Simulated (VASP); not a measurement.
A run of VASP 6.6.1:

File INCAR:

```
PREC = Accurate ; ENCUT = 520
EDIFF = 1E-6 ; ISMEAR = -1
SIGMA = 0.02 ; LREAL = F
LASPH = T ; NELM = 100
ALGO = Normal ; ISIF = 2
LWAVE = F ; LCHARG = F
NBANDS = 24
```

The input KPOINTS:

```
regular mesh
0
Gamma
  6 6 6
```

Contents of POSCAR:

```
ScF3
1.0
    4.0652514499      0.0000000000      0.0000000000
    0.0000000000      4.0652514499      0.0000000000
    0.0000000000      0.0000000000      4.0652514499
Sc F
1 3
Direct
    0.0000000000      0.0000000000      0.0000000000
    0.5000000000      0.0000000000      0.0000000000
    0.0000000000      0.5000000000      0.0000000000
    0.0000000000      0.0000000000      0.5000000000
```

Potentials or basis: VASP PAW LDA potentials, release 64 (Sc_sv, F).

Run with:

```bash
$ cat potpaw_LDA.64/Sc_sv/POTCAR potpaw_LDA.64/F/POTCAR > POTCAR
$ mpirun -np 1 vasp_std > vasp.out
```

Hardware: 1 thread of Intel(R) Xeon(R) Platinum 8175M CPU @ 2.50GHz (Skylake/Cascade Lake), on a shared host.

Estimate the wall time of this run.

Run time: 40 s on 1 thread of Intel(R) Xeon(R) Platinum 8175M CPU @ 2.50GHz (Skylake/Cascade Lake), on a shared host, peak memory 0.16 GiB. Counts: scf iterations 15, k points 20.
